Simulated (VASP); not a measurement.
**Al: single point with PBEsol**

Crystal: Al.

```
CELL_PARAMETERS angstrom
0.00000 2.00713 2.00713
2.00713 0.00000 2.00713
2.00713 2.00713 0.00000
ATOMIC_POSITIONS crystal
Al 0.00000 0.00000 0.00000
```

| Item | Value |
| --- | --- |
| Program | VASP 6.6.1 |
| Task | single point |
| Functional | PBEsol |
| Potentials or basis | VASP PAW PBE potentials, release 64 (Al) |
| Cutoff | 520 eV |
| k mesh | 34 × 34 × 34 |
| Occupations | gaussian, width 0.1 eV |
| Spin | no spin polarisation |
| Dipole correction | no |
| Further INCAR settings | ALGO = Fast; EDIFF = 1e-06; NBANDS = 8 |

| Item | Value |
| --- | --- |
| Pressure | 0.1 GPa |
| Band gap on the k mesh | zero (an odd number of electrons rules out a gap without spin polarisation) |

Levels at points of the mesh, in eV from the Fermi level:
```csv
k point,band 1,band 2,band 3,band 4,band 5
"(0.00, 0.00, 0.00)",-11.29,12.69,12.69,12.69,14.33
"(0.50, 0.00, 0.00)",-4.69,-4.42,11.51,11.51,11.59
"(0.50, 0.50, 0.00)",-2.98,-1.63,5.24,5.66,5.66
```

Run time: 2.7 min on 1 thread of Intel Xeon 8259CL, on a shared host, peak memory 0.23 GiB.

Caveat: the PAW data sets were made with another functional, which shifts forces and pressure a little.
